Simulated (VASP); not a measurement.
Write the native input for VASP 6.6.1 that does the following.

| Item | Value |
| --- | --- |
| Task | electric field gradients |
| Functional | LDA |
| Potentials or basis | VASP PAW LDA potentials, release 64 (Sb, Au) |
| Cutoff | 520 eV |
| k mesh | 10 × 10 × 10 |
| Occupations | fermi-dirac, width 0.05 eV |
| Spin | no spin polarisation |
| Dipole correction | no |
| Further INCAR settings | ALGO = Normal; EDIFF = 1e-08; NBANDS = 21 |

The structure of Sb3Au lies in POSCAR:

```
Sb3Au
1.0
   -3.0298327000      3.0298327000      3.0298327000
    3.0298327000     -3.0298327000      3.0298327000
    3.0298327000      3.0298327000     -3.0298327000
Sb Au
3 1
Direct
    0.0000000000      0.5000000000      0.5000000000
    0.5000000000      0.0000000000      0.5000000000
    0.5000000000      0.5000000000      0.0000000000
    0.0000000000      0.0000000000      0.0000000000
```

One way to write it, as run:

INCAR

```
PREC = Accurate
ENCUT = 520
EDIFF = 1E-8
ISMEAR = -1
SIGMA = 0.05
LREAL = False
LASPH = True
NELM = 80
ALGO = Normal
ISIF = 2
LWAVE = False
LCHARG = False
GGA = CA
LEFG = True
NBANDS = 21
```

KPOINTS

```
Automatic mesh
0
Gamma
  10 10 10
```

Potentials or basis: VASP PAW LDA potentials, release 64 (Sb, Au).

Launch:

```sh
$ cat potpaw_LDA.64/Sb/POTCAR potpaw_LDA.64/Au/POTCAR > POTCAR
$ mpirun -np 1 vasp_std > vasp.out
```

Results of the run:

| Item | Value |
| --- | --- |
| Pressure | -7.3 GPa |
| Band gap on the k mesh | zero (bands 13 and 14 overlap by 2.76 eV) |
| Largest electric field gradient by atom | Sb -3.7; Au +0.0 V/Å² |

Caveat: the cell stands under tension; without QUAD_EFG the Cq values of the log hold for a quadrupole moment of 1 mb, not for the nuclei; spin-orbit coupling is left out, which moves the levels of the heavy elements.

It took 45 s on 1 thread of Intel(R) Xeon(R) 6975P-C (Granite Rapids), on a shared host, peak memory 0.26 GiB.
